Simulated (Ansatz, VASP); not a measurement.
**Ru: VASP beside Ansatz**

The input INCAR:

```
  ALGO = Normal
  EDIFF = 1E-6
  ENCUT = 500
  GGA_COMPAT = False
  ISIF = 2
  ISMEAR = -1
  LASPH = True
  LCHARG = False
  LREAL = False
  LWAVE = False
  NBANDS = 21
  NELM = 120
  PREC = Accurate
  SIGMA = 0.08
```

The input KPOINTS:

```
k-points
0
Gamma
  18 18 10
```

File POSCAR:

```
Ru
1.0
    2.6744806831      0.0000000000      0.0000000000
   -1.3372403416      2.3161682135      0.0000000000
    0.0000000000      0.0000000000      4.2258933176
Ru
2
Direct
    0.3333333333      0.6666666667      0.2500000000
    0.6666666667      0.3333333333      0.7500000000
```

Input for Ansatz:

```yaml
crystal:
  lattice:
    - [2.6744806831, 0.0, 0.0]
    - [-1.3372403416, 2.3161682135, 0.0]
    - [0.0, 0.0, 4.2258933176]
  atoms:
    - { symbol: Ru, position: [0.3333333333, 0.6666666667, 0.25] }
    - { symbol: Ru, position: [0.6666666667, 0.3333333333, 0.75] }
kpoints:
  mp_grid: { grid: [18, 18, 10] }
scf:
  occupations: { method: fermi_dirac, width: 0.08 }
hamiltonian:
  xc: lda
  pseudopotentials: { kind: all_electron, datasets: crystal }
output:
  forces: true
  stress: true
  eigenvalues: true
```

Change from the starting cell: volume scaled by 1, crystal datasets.

Alike in both runs: task single point; functional LDA; k mesh 18 × 18 × 10; occupations fermi-dirac, width 0.08 eV; no spin polarisation.

```csv
,VASP,Ansatz
version,VASP 6.6.1,Ansatz 0.2.0
potentials or method,"VASP PAW LDA potentials, release 64 (Ru_pv), cutoff 500 eV","all-electron PAW with datasets made for the crystal, scalar-relativistic"
```

VASP gave:

```
pressure (GPa) : 1.0
```

Q: What did Ansatz give for the same quantities?

A: Pressure (GPa): 0.1.

LDA's correlation is that of Perdew and Zunger in VASP and of Perdew and Wang (1992) in Ansatz. Ansatz ran all-electron here, and VASP with PAW potentials. Ansatz's warnings: printed levels off.
